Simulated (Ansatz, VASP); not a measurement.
Zn2GeN3 in VASP and in Ansatz

The input INCAR:

```
SYSTEM = Zn2GeN3
ALGO = Normal
EDIFF = 1E-6
ENCUT = 520
GGA = PE
ISIF = 2
ISMEAR = 0
LASPH = .True.
LCHARG = .False.
LREAL = .False.
LWAVE = .False.
NBANDS = 36
NELM = 80
PREC = Accurate
SIGMA = 0.1
```

KPOINTS

```
k-points
0
Gamma
  12 12 6
  0 0 0
```

Contents of POSCAR:

```
Zn2GeN3
1.0
    3.0015703697      0.0000000000      0.0000000000
   -1.5007851849      2.5994361914      0.0000000000
    0.0000000000      0.0000000000      7.6676372793
Zn Ge N
2 1 3
Direct
    0.3333333333      0.6666666667      0.8401869751
    0.6666666667      0.3333333333      0.1598130249
    0.0000000000      0.0000000000      0.5000000000
    0.3333333333      0.6666666667      0.3565174348
    0.6666666667      0.3333333333      0.6434825652
    0.0000000000      0.0000000000      0.0000000000
```

Input for Ansatz:

```yaml
crystal:
  lattice:
    - [3.0015703697, 0.0, 0.0]
    - [-1.5007851849, 2.5994361914, 0.0]
    - [0.0, 0.0, 7.6676372793]
  atoms:
    - { symbol: Zn, position: [0.3333333333, 0.6666666667, 0.8401869751] }
    - { symbol: Zn, position: [0.6666666667, 0.3333333333, 0.1598130249] }
    - { symbol: Ge, position: [0.0, 0.0, 0.5] }
    - { symbol: "N", position: [0.3333333333, 0.6666666667, 0.3565174348] }
    - { symbol: "N", position: [0.6666666667, 0.3333333333, 0.6434825652] }
    - { symbol: "N", position: [0.0, 0.0, 0.0] }
basis:
  ecutwfc: 420
kpoints:
  mp_grid: { grid: [12, 12, 6] }
  band_path:
    path:
      - [[0.0, 0.0, 0.0], [0.5, 0.0, 0.0], [0.33333333, 0.33333333, 0.0], [0.0, 0.0, 0.0], [0.0, 0.0, 0.5], [0.5, 0.0, 0.5], [0.33333333, 0.33333333, 0.5], [0.0, 0.0, 0.5]]
      - [[0.5, 0.0, 0.5], [0.5, 0.0, 0.0]]
      - [[0.33333333, 0.33333333, 0.5], [0.33333333, 0.33333333, 0.0]]
    npoints: 14
hamiltonian:
  xc: pbe
scf:
  occupations: { method: gaussian, width: 0.1 }
  n_extra_bands: 15
output:
  forces: true
  stress: true
  eigenvalues: true
  populations: true
  dos: { projected: true, de: 0.02, nscf_kmesh: { grid: [15, 15, 8] } }
  bader: true
  write_density: true
  write_potential: true
  elf: true
  volumetric_format: npy
```

Alike in both runs: task single point; functional PBE; k mesh 12 × 12 × 6; occupations gaussian, width 0.1 eV; no spin polarisation.

```csv
,VASP,Ansatz
version,VASP 6.6.1,Ansatz 0.2.0
potentials or method,"VASP PAW PBE potentials, release 64 (Zn, Ge_d, N), cutoff 520 eV","scalar-relativistic, plane waves, PAW"
valence electrons in the cell,53,53
```

|  | VASP | Ansatz | Ansatz less VASP |
| --- | --- | --- | --- |
| gap on the k mesh at the Fermi level (eV) | none | none | - |
| pressure (GPa) | 0.6 | 0.0 | -0.60 |
| rms of the force components (eV/Å) | 0.010 | 0.000 | -0.0092 |

Atom by atom the forces differ by 0.009 eV/Å (rms over components). A gap of «none» marks a metal or a gap that the smearing closes.
